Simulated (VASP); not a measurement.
# BeS (F-43m) in VASP: notebook

BeS is run at these levels: PBE; tasks: single point.

Everything below comes from runs of VASP 6.6.1. Logs are shortened: lines on timing, memory, paths and dates and some standing lists are left out, and cuts for length are marked.

**1. The cell of the first run**

The structure is cubic, space group F-43m (No. 216). The conventional cell has a = 4.915 Å, b = 4.915 Å, c = 4.915 Å, α = 90.00°, β = 90.00°, γ = 90.00°. Be (site symmetry -43m) has 4 S at 2.13 Å within 2.8 Å. S (site symmetry -43m) has 4 Be at 2.13 Å within 2.8 Å.

**2. Single point, PBE**

The input, INCAR:

```
SYSTEM = BeS
  ALGO = Normal
  EDIFF = 1E-6
  ENCUT = 600
  GGA = PE
  GGA_COMPAT = .FALSE.
  ISIF = 2
  ISMEAR = 0
  LASPH = .TRUE.
  LCHARG = .TRUE.
  LELF = .TRUE.
  LREAL = .FALSE.
  LVHAR = .TRUE.
  LWAVE = .FALSE.
  NBANDS = 11
  NELM = 120
  PREC = Accurate
  SIGMA = 0.01
```

The input, KPOINTS:

```
k-points
0
G
  2 2 2
  0 0 0
```

The input, POSCAR:

```
BeS
1.0
    0.0000000000      2.4572669000      2.4572669000
    2.4572669000      0.0000000000      2.4572669000
    2.4572669000      2.4572669000      0.0000000000
Be S
1 1
Direct
    0.0000000000      0.0000000000      0.0000000000
    0.2500000000      0.2500000000      0.2500000000
```

Potentials or basis: VASP PAW PBE potentials, release 64 (Be, S).

The run is started by

```bash
$ cat potpaw_PBE.64/Be/POTCAR potpaw_PBE.64/S/POTCAR > POTCAR
$ mpirun -np 1 vasp_std > vasp.out
```

OUTCAR:

```text
SYSTEM = BeS
   EDIFF = 1E-6
   ENCUT = 600
   GGA = PE
   ISIF = 2
   ISMEAR = 0
   LASPH = .TRUE.
   LREAL = .FALSE.
   NELM = 120
   PREC = Accurate

 ion  position               nearest neighbor table
   1  0.000  0.000  0.000-   2 2.13   2 2.13   2 2.13   2 2.13
   2  0.250  0.250  0.250-   1 2.13   1 2.13   1 2.13   1 2.13

  LATTYP: Found a face centered cubic cell.
 ALAT       =     4.9145338000

  Lattice vectors:

 A1 = (   0.0000000000,   2.4572669000,   2.4572669000)
 A2 = (   2.4572669000,   0.0000000000,   2.4572669000)
 A3 = (   2.4572669000,   2.4572669000,   0.0000000000)

Analysis of symmetry for initial positions (statically):
=====================================================================
 Subroutine PRICEL returns:
 Original cell was already a primitive cell.

 Routine SETGRP: Setting up the symmetry group for a
 face centered cubic supercell.

 Subroutine GETGRP returns: Found 24 space group operations
 (whereof 24 operations were pure point group operations)
 out of a pool of 48 trial point group operations.

The static configuration has the point symmetry T_d .

Analysis of symmetry for dynamics (positions and initial velocities):
=====================================================================
 Subroutine PRICEL returns:
 Original cell was already a primitive cell.

 Routine SETGRP: Setting up the symmetry group for a
 face centered cubic supercell.

 Subroutine GETGRP returns: Found 24 space group operations
 (whereof 24 operations were pure point group operations)
 out of a pool of 48 trial point group operations.

The dynamic configuration has the point symmetry T_d .

 Subroutine INISYM returns: Found 24 space group operations
 (whereof 24 operations are pure point group operations),
 and found     1 'primitive' translations

----------------------------------------------------------------------------------------

                                     Primitive cell

  volume of cell :      29.6747

  direct lattice vectors                    reciprocal lattice vectors
     0.000000000  2.457266900  2.457266900    -0.203478100  0.203478100  0.203478100
     2.457266900  0.000000000  2.457266900     0.203478100 -0.203478100  0.203478100
     2.457266900  2.457266900  0.000000000     0.203478100  0.203478100 -0.203478100

  length of vectors
     3.475100176  3.475100176  3.475100176     0.352434407  0.352434407  0.352434407

  position of ions in fractional coordinates (direct lattice)
     0.000000000  0.000000000  0.000000000
     0.250000000  0.250000000  0.250000000

  ion indices of the primitive-cell ions
   primitive index   ion index
                 1           1
                 2           2

----------------------------------------------------------------------------------------

 KPOINTS: k-points

Automatic generation of k-mesh.
 Grid dimensions read from file:
 generate k-points for:    2    2    2

 Generating k-lattice:

  Cartesian coordinates                     Fractional coordinates (reciprocal lattice)
    -0.101739050  0.101739050  0.101739050     0.500000000  0.000000000  0.000000000
     0.101739050 -0.101739050  0.101739050     0.000000000  0.500000000  0.000000000
     0.101739050  0.101739050 -0.101739050     0.000000000  0.000000000  0.500000000

  Length of vectors
     0.176217204  0.176217204  0.176217204

  Shift w.r.t. Gamma in fractional coordinates (k-lattice)
     0.000000000  0.000000000  0.000000000

 Subroutine IBZKPT returns following result:
 ===========================================

 Found      3 irreducible k-points:

 Following reciprocal coordinates:
            Coordinates               Weight
  0.000000  0.000000  0.000000      1.000000
  0.500000  0.000000  0.000000      4.000000
  0.500000  0.500000  0.000000      3.000000
   k-points           NKPTS =      3   k-points in BZ     NKDIM =      3   number of bands    NBANDS=     11
   number of dos      NEDOS =    301   number of ions     NIONS =      2
   total plane-waves  NPLWV =  21952
   dimension x,y,z NGX =    28 NGY =   28 NGZ =   28
   dimension x,y,z NGXF=    56 NGYF=   56 NGZF=   56
   ions per type =               1   1
   NGX,Y,Z   is equivalent  to a cutoff of  13.39, 13.39, 13.39 a.u.
   NGXF,Y,Z  is equivalent  to a cutoff of  26.79, 26.79, 26.79 a.u.
 SYSTEM =  BeS
   PREC   = accura    normal or accurate (medium, high low for compatibility)
   ISTART =      0    job   : 0-new  1-cont  2-samecut
   ICHARG =      2    charge: 1-file 2-atom 10-const
   ISPIN  =      1    spin polarized calculation?
   LNONCOLLINEAR =      F non collinear calculations
   LSORBIT =      F    spin-orbit coupling
   LASPH  =      T    aspherical Exc in radial PAW
   ENCUT  =  600.0 eV  44.10 Ry    6.64 a.u.   6.94  6.94  6.94*2*pi/ulx,y,z
   NELM   =    120;   NELMIN=  2; NELMDL= -5     # of ELM steps
   EDIFF  = 0.1E-05   stopping-criterion for ELM
   LREAL  =      F    real-space projection
   EDIFFG = 0.1E-04   stopping-criterion for IOM
   NSW    =      0    number of steps for IOM
   IBRION =     -1    ionic relax: 0-MD 1-quasi-New 2-CG
   NFREE  =      0    steps in history (QN), initial steepest desc. (CG)
   ISIF   =      2    stress and relaxation
   ISYM   =      2    0-nonsym 1-usesym 2-fastsym
   POTIM  = 0.5000    time-step for ionic-motion
   TEBEG  =    0.0;   TEEND  =   0.0 temperature during run
   PSTRESS=    0.0 pullay stress
   NELECT =       8.0000    total number of electrons
   NUPDOWN=      -1.0000    fix difference up-down
   EMIN   =  10.00;   EMAX   =-10.00  energy-range for DOS
   EFERMI =   0.00;   METHOD = LEGACY
   ISMEAR =     0;   SIGMA  =   0.01  broadening in eV -4-tet -1-fermi 0-gaus
   EFERMI_NEDOS =   21; number of points for ismear=-14 and -15
   IALGO  =     38    algorithm
   IMIX   =      4    mixing-type and parameters
     AMIX     =   0.40;   BMIX     =  1.00
     AMIX_MAG =   1.60;   BMIX_MAG =  1.00
  volume/ion in A,a.u.               =      14.84       100.13
  Fermi-wavevector in a.u.,A,eV,Ry     =   1.057570  1.998518 15.217498  1.118455
  Thomas-Fermi vector in A             =   2.192848
   LORBIT       =      0    0 simple, 1 ext, 2 COOP (PROOUT), +10 PAW based schemes
   GGA     = PE    functional components
   LHFCALC =     F    Hartree Fock is set to
   AEXX    =    0.0000 exact exchange contribution
   IVDW    =     0    specifies the selected vdW correction
   LEPSILON=     F    determine dielectric tensor
   LRPA    =     F    only Hartree local field effects (RPA)
 non-spin polarized calculation
 Gauss-broadening in eV      SIGMA  =   0.01
  energy-cutoff  :      600.00
  volume of cell :       29.67
 maximum number of plane-waves:       982
 NGX is ok and might be reduce to    28
   NGX = 13   NGY = 13   NGZ = 13

 number of electron       7.9999999 magnetization

 Free energy of the ion-electron system (eV)
  ---------------------------------------------------
  ext. energy  EPLUGINS =         0.00000000
  ---------------------------------------------------
  free energy    TOTEN  =        -8.56180143 eV

  energy without entropy =       -8.56180143  energy(sigma->0) =       -8.56180143

 E-fermi :   4.1511     XC(G=0):  -9.4150

 val. band max:        4.1056191815   @ k =   0.0000   0.0000   0.0000
 cond. band min:       7.1265195586   @ k =   0.5000   0.5000   0.0000
 fundamental gap:      3.0209003771
 Fermi energy:         4.1511468621

 k-point     1 :       0.0000    0.0000    0.0000
  band No.  band energies     occupation
      1      -9.3466      2.00000
      2       4.1056      2.00000
      3       4.1056      2.00000
      4       4.1056      2.00000
      5       9.5794      0.00000
      6       9.5794      0.00000
      7       9.5794      0.00000
      8       9.6067      0.00000
      9      16.6814      0.00000
     10      16.6814      0.00000
     11      18.4668      0.00000

 k-point     2 :       0.5000    0.0000    0.0000
  band No.  band energies     occupation
      1      -7.7978      2.00000
      2      -1.5553      2.00000
      3       3.0905      2.00000
      4       3.0905      2.00000
      5       9.2959      0.00000
      6      10.4791      0.00000
      7      10.4791      0.00000
      8      15.0293      0.00000
      9      18.7221      0.00000
     10      18.7221      0.00000
     11      18.8320      0.00000

 k-point     3 :       0.5000    0.5000    0.0000
  band No.  band energies     occupation
      1      -7.2750      2.00000
      2      -0.8269      2.00000
      3       1.5244      2.00000
      4       1.5244      2.00000
      5       7.1265      0.00000
      6       8.8634      0.00000
      7      16.4348      0.00000
      8      16.4348      0.00000
      9      19.1516      0.00000
     10      20.2035      0.00000
     11      20.6762      0.00000

------------------------ aborting loop because EDIFF is reached ----------------------------------------

  FORCE on cell =-STRESS in cart. coord.  units (eV):
  Direction    XX          YY          ZZ          XY          YZ          ZX
  --------------------------------------------------------------------------------------
  -------------------------------------------------------------------------------------
  Total        1.4970582      1.4970582      1.4970582      0.0000000     -0.0000000      0.0000000
  in kB       80.8280825     80.8280825     80.8280825      0.0000000     -0.0000000      0.0000000
  external PRESSURE =      80.8280825 kB  Pullay stress =       0.0000000 kB

 VOLUME and BASIS-vectors are now :
 -----------------------------------------------------------------------------
  energy-cutoff  :      600.00
  volume of cell :       29.67
      direct lattice vectors                 reciprocal lattice vectors
     0.000000000  2.457266900  2.457266900    -0.203478100  0.203478100  0.203478100
     2.457266900  0.000000000  2.457266900     0.203478100 -0.203478100  0.203478100
     2.457266900  2.457266900  0.000000000     0.203478100  0.203478100 -0.203478100

 POSITION                                       TOTAL-FORCE (eV/Angst)
 -----------------------------------------------------------------------------------
      0.00000      0.00000      0.00000         0.000000      0.000000      0.000000
      1.22863      1.22863      1.22863        -0.000000     -0.000000     -0.000000
 -----------------------------------------------------------------------------------
    total drift:                               -0.000000     -0.000000     -0.000000

  FREE ENERGIE OF THE ION-ELECTRON SYSTEM (eV)
  ---------------------------------------------------
  free  energy   TOTEN  =        -8.5618014337 eV

  energy  without entropy=       -8.5618014337  energy(sigma->0) =       -8.56180143
```

It took 8 s on 1 thread of AMD EPYC 7R13, shared host; peak memory 0.11 GiB.

Results:

```
Free energy            : -8.5618 eV
Pressure               : 8.1 GPa
Band gap on the k mesh : 3.02 eV, indirect (least direct gap 5.47 eV)
```

Levels at points of the mesh, in eV from the valence-band top:
| k point | band 1 | band 2 | band 3 | band 4 | band 5 | band 6 | band 7 | band 8 | band 9 |
| --- | --- | --- | --- | --- | --- | --- | --- | --- | --- |
| (0.00, 0.00, 0.00) | -13.45 | 0.00 | 0.00 | 0.00 | 5.47 | 5.47 | 5.47 | 5.50 | 12.58 |
| (0.50, 0.00, 0.00) | -11.90 | -5.66 | -1.02 | -1.02 | 5.19 | 6.37 | 6.37 | 10.92 | 14.62 |
| (0.50, 0.50, 0.00) | -11.38 | -4.93 | -2.58 | -2.58 | 3.02 | 4.76 | 12.33 | 12.33 | 15.05 |

Caveat: the k points lie up to 1.11 Å⁻¹ apart. A hybrid or GW would open this gap; PBE tends to underestimate it.

**3. Single point, PBE**

This run uses another cell than the first one, of 13.16 Å³/atom, 0.887 times its volume.

The input, INCAR:

```
SYSTEM = BeS
  PREC = Accurate
  ENCUT = 600
  EDIFF = 1E-6
  ISMEAR = 0
  SIGMA = 0.01
  LREAL = .FALSE.
  LASPH = .TRUE.
  NELM = 120
  ALGO = Normal
  ISIF = 2
  LWAVE = .FALSE.
  LCHARG = .FALSE.
  GGA = PE
  NBANDS = 11
  GGA_COMPAT = .FALSE.
```

The input, KPOINTS:

```
regular mesh
0
G
  3 3 3
  0 0 0
```

The input, POSCAR:

```
BeS
1.0
    0.0000000000      2.3608025200      2.3608025200
    2.3608025200      0.0000000000      2.3608025200
    2.3608025200      2.3608025200      0.0000000000
Be S
1 1
Direct
    0.0000000000      0.0000000000      0.0000000000
    0.2500000000      0.2500000000      0.2500000000
```

Potentials or basis: VASP PAW PBE potentials, release 64 (Be, S).

The run is started by

```bash
$ cat potpaw_PBE.64/Be/POTCAR potpaw_PBE.64/S/POTCAR > POTCAR
$ mpirun -np 1 vasp_std > vasp.out
```

OUTCAR:

```text
SYSTEM = BeS
   PREC = Accurate
   ENCUT = 600
   EDIFF = 1E-6
   ISMEAR = 0
   LREAL = .FALSE.
   LASPH = .TRUE.
   NELM = 120
   ISIF = 2
   GGA = PE

 ion  position               nearest neighbor table
   1  0.000  0.000  0.000-   2 2.04   2 2.04   2 2.04   2 2.04
   2  0.250  0.250  0.250-   1 2.04   1 2.04   1 2.04   1 2.04

  LATTYP: Found a face centered cubic cell.
 ALAT       =     4.7216050400

  Lattice vectors:

 A1 = (   0.0000000000,   2.3608025200,   2.3608025200)
 A2 = (   2.3608025200,   0.0000000000,   2.3608025200)
 A3 = (   2.3608025200,   2.3608025200,   0.0000000000)

Analysis of symmetry for initial positions (statically):
=====================================================================
 Subroutine PRICEL returns:
 Original cell was already a primitive cell.

 Routine SETGRP: Setting up the symmetry group for a
 face centered cubic supercell.

 Subroutine GETGRP returns: Found 24 space group operations
 (whereof 24 operations were pure point group operations)
 out of a pool of 48 trial point group operations.

The static configuration has the point symmetry T_d .

Analysis of symmetry for dynamics (positions and initial velocities):
=====================================================================
 Subroutine PRICEL returns:
 Original cell was already a primitive cell.

 Routine SETGRP: Setting up the symmetry group for a
 face centered cubic supercell.

 Subroutine GETGRP returns: Found 24 space group operations
 (whereof 24 operations were pure point group operations)
 out of a pool of 48 trial point group operations.

The dynamic configuration has the point symmetry T_d .

 Subroutine INISYM returns: Found 24 space group operations
 (whereof 24 operations are pure point group operations),
 and found     1 'primitive' translations

----------------------------------------------------------------------------------------

[... 97 lines left out ...]
   LHFCALC =     F    Hartree Fock is set to
   AEXX    =    0.0000 exact exchange contribution
   IVDW    =     0    specifies the selected vdW correction
   LEPSILON=     F    determine dielectric tensor
   LRPA    =     F    only Hartree local field effects (RPA)
 non-spin polarized calculation
 Gauss-broadening in eV      SIGMA  =   0.01
  energy-cutoff  :      600.00
  volume of cell :       26.32
 maximum number of plane-waves:       893
 NGX is ok and might be reduce to    28
   NGX = 13   NGY = 13   NGZ = 13

 number of electron       8.0000000 magnetization

 Free energy of the ion-electron system (eV)
  ---------------------------------------------------
  ext. energy  EPLUGINS =         0.00000000
  ---------------------------------------------------
  free energy    TOTEN  =        -9.64951329 eV

  energy without entropy =       -9.64951329  energy(sigma->0) =       -9.64951329

 E-fermi :   5.1879     XC(G=0): -10.0317

 val. band max:        5.1298608478   @ k =   0.0000   0.0000   0.0000
 cond. band min:       8.7970147323   @ k =   0.3333   0.3333   0.0000
 fundamental gap:      3.6671538845
 Fermi energy:         5.1878901273

 k-point     1 :       0.0000    0.0000    0.0000
  band No.  band energies     occupation
      1      -9.1416      2.00000
      2       5.1299      2.00000
      3       5.1299      2.00000
      4       5.1299      2.00000
      5      10.6974      0.00000
      6      10.6974      0.00000
      7      10.6974      0.00000
      8      11.7061      0.00000
      9      18.0547      0.00000
     10      18.0547      0.00000
     11      20.5776      0.00000
[... 29 lines left out ...]
 k-point     4 :      -0.3333    0.3333    0.0000
  band No.  band energies     occupation
      1      -6.7854      2.00000
      2       0.0872      2.00000
      3       0.5934      2.00000
      4       3.0255      2.00000
      5       9.8436      0.00000
      6      14.4345      0.00000
      7      14.9451      0.00000
      8      16.1011      0.00000
      9      16.7948      0.00000
     10      17.7446      0.00000
     11      24.2995      0.00000

------------------------ aborting loop because EDIFF is reached ----------------------------------------

  FORCE on cell =-STRESS in cart. coord.  units (eV):
  Direction    XX          YY          ZZ          XY          YZ          ZX
  --------------------------------------------------------------------------------------
  -------------------------------------------------------------------------------------
  Total        2.2296064      2.2296064      2.2296064     -0.0000000     -0.0000000      0.0000000
  in kB      135.7468661    135.7468661    135.7468661     -0.0000000     -0.0000000      0.0000000
  external PRESSURE =     135.7468661 kB  Pullay stress =       0.0000000 kB

 VOLUME and BASIS-vectors are now :
 -----------------------------------------------------------------------------
  energy-cutoff  :      600.00
  volume of cell :       26.32
      direct lattice vectors                 reciprocal lattice vectors
     0.000000000  2.360802520  2.360802520    -0.211792387  0.211792387  0.211792387
     2.360802520  0.000000000  2.360802520     0.211792387 -0.211792387  0.211792387
     2.360802520  2.360802520  0.000000000     0.211792387  0.211792387 -0.211792387

 POSITION                                       TOTAL-FORCE (eV/Angst)
 -----------------------------------------------------------------------------------
      0.00000      0.00000      0.00000         0.000000      0.000000      0.000000
      1.18040      1.18040      1.18040        -0.000000     -0.000000     -0.000000
 -----------------------------------------------------------------------------------
    total drift:                               -0.000000     -0.000000     -0.000000

  FREE ENERGIE OF THE ION-ELECTRON SYSTEM (eV)
  ---------------------------------------------------
  free  energy   TOTEN  =        -9.6495132884 eV

  energy  without entropy=       -9.6495132884  energy(sigma->0) =       -9.64951329
```

Run time: 6.6 s. Hardware: 1 thread of AMD EPYC 7R13, shared host; peak memory 0.11 GiB.

What came out:

```
Free energy            : -9.6495 eV
Pressure               : 13.6 GPa
Band gap on the k mesh : 3.67 eV, indirect (least direct gap 5.57 eV)
```

Levels at points of the mesh, in eV from the valence-band top:
| k point | band 1 | band 2 | band 3 | band 4 | band 5 | band 6 | band 7 | band 8 | band 9 |
| --- | --- | --- | --- | --- | --- | --- | --- | --- | --- |
| (0.00, 0.00, 0.00) | -14.27 | 0.00 | 0.00 | 0.00 | 5.57 | 5.57 | 5.57 | 6.58 | 12.92 |

Caveat: the k points lie up to 0.77 Å⁻¹ apart. A k mesh can miss the band edges.

**4. Single point, PBE**

This run uses another cell than the first one, of 13.16 Å³/atom, 0.887 times its volume.

The input, INCAR:

```
PREC = Accurate
ENCUT = 600
EDIFF = 1E-6
ISMEAR = 0
SIGMA = 0.01
LREAL = F
LASPH = T
NELM = 120
ALGO = Normal
ISIF = 2
LWAVE = F
LCHARG = T
GGA = PE
LELF = T
LVHAR = T
NBANDS = 11
GGA_COMPAT = F
```

The input, KPOINTS:

```
Automatic mesh
0
Gamma
  3 3 3
```

POSCAR is that of step 3.

The run is started by

```bash
$ cat potpaw_PBE.64/Be/POTCAR potpaw_PBE.64/S/POTCAR > POTCAR
$ mpirun -np 1 vasp_std > vasp.out
```

It took 8.4 s on 1 thread of AMD EPYC 7R13, shared host; peak memory 0.11 GiB.

It converged, with:

```yaml
Free_energy: -9.6495 eV
Pressure: 13.6 GPa
Band_gap_on_the_k_mesh: 3.67 eV, indirect (least direct gap 5.57 eV)
```

Levels at points of the mesh, in eV from the valence-band top:
| k point | band 1 | band 2 | band 3 | band 4 | band 5 | band 6 | band 7 | band 8 |
| --- | --- | --- | --- | --- | --- | --- | --- | --- |
| (0.00, 0.00, 0.00) | -14.27 | 0.00 | 0.00 | 0.00 | 5.57 | 5.57 | 5.57 | 6.58 |

Caveat: the k points lie up to 0.77 Å⁻¹ apart.
